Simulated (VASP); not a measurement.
Input of a VASP 6.6.1 run:

INCAR

```
PREC = Accurate ; ENCUT = 600
EDIFF = 1E-6 ; ISMEAR = -1
SIGMA = 0.05 ; LREAL = False
LASPH = True ; NELM = 120
ALGO = Normal ; ISIF = 2
LWAVE = False ; LCHARG = False
GGA = PE ; NBANDS = 15
GGA_COMPAT = False
```

The input KPOINTS:

```
regular mesh
0
Gamma
  4 4 4
```

File POSCAR:

```
TiC
1.0
    0.0000000000      2.1593000000      2.1593000000
    2.1593000000      0.0000000000      2.1593000000
    2.1593000000      2.1593000000      0.0000000000
Ti C
1 1
Direct
    0.0000000000      0.0000000000      0.0000000000
    0.5000000000      0.5000000000      0.5000000000
```

Potentials or basis: VASP PAW PBE potentials, release 64 (Ti_sv, C).

Run with:

```console
$ cat potpaw_PBE.64/Ti_sv/POTCAR potpaw_PBE.64/C/POTCAR > POTCAR
$ mpirun -np 1 vasp_std > vasp.out
```

**Question.** Estimate the band gap on the k mesh.

**Answer.** Zero (band 8 reaches 10.25 eV, above the bottom of band 9 at 9.09 eV).

**Question.** Estimate the pressure.

**Answer.** 1.8 GPa.

Caveat: the k points lie up to 0.63 Å⁻¹ apart.
